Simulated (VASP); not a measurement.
A run of VASP 6.6.1 is set up as follows.

File INCAR:

```
SYSTEM = HgSe3
  PREC = Accurate
  ENCUT = 600
  EDIFF = 1E-6
  ISMEAR = 0
  SIGMA = 0.1
  LREAL = .FALSE.
  LASPH = .TRUE.
  NELM = 80
  ALGO = Normal
  ISIF = 3
  LWAVE = .FALSE.
  LCHARG = .FALSE.
  GGA = PE
  IBRION = 2
  NSW = 100
  EDIFFG = -0.01
```

KPOINTS

```
regular mesh
0
G
  8 8 16
  0 0 0
```

Contents of POSCAR:

```
HgSe3
1.0
    5.4813594486      0.0000000000      0.0000000000
    0.0000000000      5.4813594486      0.0000000000
    0.0000000000      0.0000000000      2.9685202594
Hg Se
1 3
Direct
    0.0000000000      0.0000000000      0.0000000000
    0.0000000000      0.5000000000      0.5000000000
    0.5000000000      0.0000000000      0.5000000000
    0.5000000000      0.5000000000      0.0000000000
```

Potentials or basis: VASP PAW PBE potentials, release 64 (Hg, Se).

Run with:

```console
$ cat potpaw_PBE.64/Hg/POTCAR potpaw_PBE.64/Se/POTCAR > POTCAR
$ mpirun -np 1 vasp_std > vasp.out
```

(1) What does it give for the relaxed volume?

(2) What does it give for the relaxed cell?

(3) Predict the space group after relaxing (to 0.05 Å).

## Answers

(1) 23.27 Å³/atom.

(2) a = 5.808 Å, b = 5.808 Å, c = 2.759 Å, α = 90.00°, β = 90.00°, γ = 90.00°.

(3) P4/mmm (No. 123).
